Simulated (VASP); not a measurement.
Crystal: CO2.

```
C O
1.0
     3.51610    0.00000    0.00000
     0.00000    3.51610    0.00000
     0.00000    0.00000    4.10430
C O
2 4
Direct
  0.00000 0.00000 0.00000
  0.50000 0.50000 0.50000
  0.23000 0.23000 0.00000
  0.27000 0.73000 0.50000
  0.77000 0.77000 0.00000
  0.73000 0.27000 0.50000
```

| Item | Value |
| --- | --- |
| Program | VASP 6.6.1 |
| Task | relaxation of cell and atoms |
| Functional | PBEsol |
| Potentials or basis | VASP PAW PBE potentials, release 64 (C, O) |
| Cutoff | 600 eV |
| k mesh | 5 × 5 × 5 |
| Occupations | gaussian, width 0.01 eV |
| Spin | no spin polarisation |

At the start: pressure 34.0 GPa; volume 8.46 Å³/atom.

Task: How do energy, volume and symmetry change on relaxing?

Result: Over 21 steps the energy falls by 239.8 meV/atom and the volume is 13.10 Å³/atom (+54.9 %); space group P4_2/mnm (No. 136, to 0.05 Å).

Step by step:
```tsv
step	energy change (eV)	largest force (eV/Å)	pressure (GPa)	volume (Å³)
1	0.0000	2.4932	34.00	50.74
2	5.2148	10.8348	-41.97	65.05
3	-0.2385	2.7442	6.17	53.01
4	-0.2595	2.0538	10.03	52.57
5	-0.2613	1.7893	11.50	52.41
6	-0.9167	1.1192	5.52	59.41
7	-1.3413	0.0175	3.19	69.90
8	-0.9356	3.4748	3.56	94.43
9	-1.3705	1.5628	5.83	76.02
10	-0.7627	4.8186	-17.22	88.04
11	-1.4217	0.1383	-0.43	78.54
12	-1.4219	0.0435	-0.07	78.38
13	-1.4219	0.0131	0.04	78.34
14	-1.4238	0.0246	0.04	78.17
15	-1.4282	0.0620	0.15	77.69
16	-1.4317	0.1357	0.27	76.70
17	-1.4308	0.3413	1.80	76.67
18	-1.4324	0.0533	0.87	76.69
19	-1.4338	0.0475	0.79	76.88
20	-1.4370	0.0346	0.56	77.45
21	-1.4391	0.0225	0.12	78.59
```

Final structure:
```
C O
1.0
     4.12040    0.00000    0.00000
     0.00000    4.12040    0.00000
     0.00000    0.00000    4.62914
C O
2 4
Direct
  0.00000 0.00000 0.00000
  0.50000 0.50000 0.50000
  0.20120 0.20120 0.00000
  0.29880 0.70120 0.50000
  0.79880 0.79880 0.00000
  0.70120 0.29880 0.50000
```

Caveat: the volume moved by over 15 % at a fixed basis, so the end points are rough; the PAW data sets were made with another functional, which shifts forces and pressure a little; the volume moved by +55 % from the deposited cell, more than functionals usually miss.
